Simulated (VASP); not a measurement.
**Ti: single point with PBE**

Crystal: Ti.

```
Ti
1.0
     0.00000    2.39878    2.39878
     2.39878    0.00000    2.39878
     2.39878    2.39878    0.00000
Ti
2
Direct
  0.00000 0.00000 0.00000
  0.25000 0.25000 0.25000
```

This isn't the form of Ti at room conditions, which is hcp.

```yaml
Program: VASP 6.6.1
Task: single point
Functional: PBE
Potentials_or_basis: VASP PAW PBE potentials, release 64 (Ti_sv)
Cutoff: 500 eV
k_mesh: 6 × 6 × 6
Occupations: fermi-dirac, width 0.05 eV
Spin: no spin polarisation
```

| Item | Value |
| --- | --- |
| Pressure | 42.8 GPa |
| Band gap on the k mesh | zero (bands 12 and 13 overlap by 1.57 eV) |

Levels at points of the mesh, in eV from the Fermi level:
| k point | band 8 | band 9 | band 10 | band 11 | band 12 | band 13 | band 14 | band 15 | band 16 | band 17 |
| --- | --- | --- | --- | --- | --- | --- | --- | --- | --- | --- |
| (0.00, 0.00, 0.00) | -31.55 | -5.87 | -1.97 | -1.97 | -0.29 | -0.29 | -0.29 | 2.74 | 2.74 | 2.74 |
| (0.50, 0.00, 0.00) | -31.16 | -2.89 | -1.85 | -1.85 | -1.37 | -0.67 | -0.67 | 1.83 | 4.12 | 4.12 |
| (0.50, 0.50, 0.00) | -30.77 | -3.85 | -3.85 | -0.58 | -0.58 | 1.75 | 1.75 | 2.30 | 2.30 | 5.85 |

It took 13 s on 1 thread of AMD EPYC 7R43 64-Core Processor (Zen 3), on a shared host, peak memory 0.11 GiB.

Caveat: the k points lie up to 0.38 Å⁻¹ apart, too coarse for converged energies and pressures of a metal; atoms lie so close that the PAW spheres overlap strongly, which falsifies energies and pressures.
